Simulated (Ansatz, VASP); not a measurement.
# One calculation of MgI2, two programs

```
Mg I
1.0
     4.15370    0.00000    0.00000
    -2.07685    3.59721    0.00000
     0.00000    0.00000    6.86200
Mg I
1 2
Direct
  0.00000 0.00000 0.00000
  0.32317 0.66159 0.76502
  0.65651 0.32825 0.24976
```

Change from the starting cell: all I atoms moved +0.062 Å, as atom 2 towards its neighbour atom 3 (I) at 4.101 Å.

Alike in both runs: task single point; functional PBE; k mesh 6 × 6 × 4; occupations gaussian, width 0.05 eV; no spin polarisation.

|  | VASP | Ansatz |
| --- | --- | --- |
| version | VASP 6.6.1 | Ansatz 0.2.0 |
| potentials or method | VASP PAW PBE potentials, release 64 (Mg, I), cutoff 520 eV | scalar-relativistic, plane waves, PAW |
| valence electrons in the cell | 16 | 44 |

```tsv
	VASP	Ansatz	Ansatz less VASP
gap on the k mesh at the Fermi level (eV)	3.50	3.52	+0.019
least direct gap on the mesh (eV)	3.68	3.69	+0.018
pressure (GPa)	1.2	1.3	+0.06
traceless stress, the component that is largest in VASP (GPa)	0.15	0.14	-0.006
rms of the force components (eV/Å)	0.124	0.124	+0.0008
```

Atom by atom the forces differ by 0.005 eV/Å (rms over components). VASP's potentials hold 16 valence electrons a cell and Ansatz's 44, so a difference there can come from the potentials and not from the codes.

Spin-orbit coupling is off throughout.
